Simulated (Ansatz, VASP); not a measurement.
# Two plane-wave programs on PbS

```
Pb S
1.0
     0.00000    2.96575    2.96575
     2.96575    0.00000    2.96575
     2.96575    2.96575    0.00000
Pb S
1 1
Direct
  0.00000 0.00000 0.00000
  0.50000 0.50000 0.50000
```

Alike in both runs: task relaxation of cell and atoms; functional LDA; k mesh 10 × 10 × 10; occupations gaussian, width 0.01 eV; no spin polarisation.

```csv
,VASP,Ansatz
version,VASP 6.6.1,Ansatz 0.2.0
potentials or method,"VASP PAW LDA potentials, release 64 (Pb_d, S), cutoff 600 eV","scalar-relativistic, plane waves, PAW"
valence electrons in the cell,20,20
```

Ansatz gave:

```
gap on the k mesh at the Fermi level, each at its own relaxed structure (eV) : 0.06
relaxed volume (Å³/atom)                                                     : 24.98
relaxed length of the cell vector where the two differ most in proportion (Å)              : 4.134
```

What did VASP give for the same quantities?

gap on the k mesh at the Fermi level, each at its own relaxed structure (eV): 0.05; relaxed volume (Å³/atom): 25.04; relaxed length of the cell vector where the two differ most in proportion (Å): 4.137.

LDA's correlation is that of Perdew and Zunger in VASP and of Perdew and Wang (1992) in Ansatz.

Neither program's run includes spin-orbit coupling.
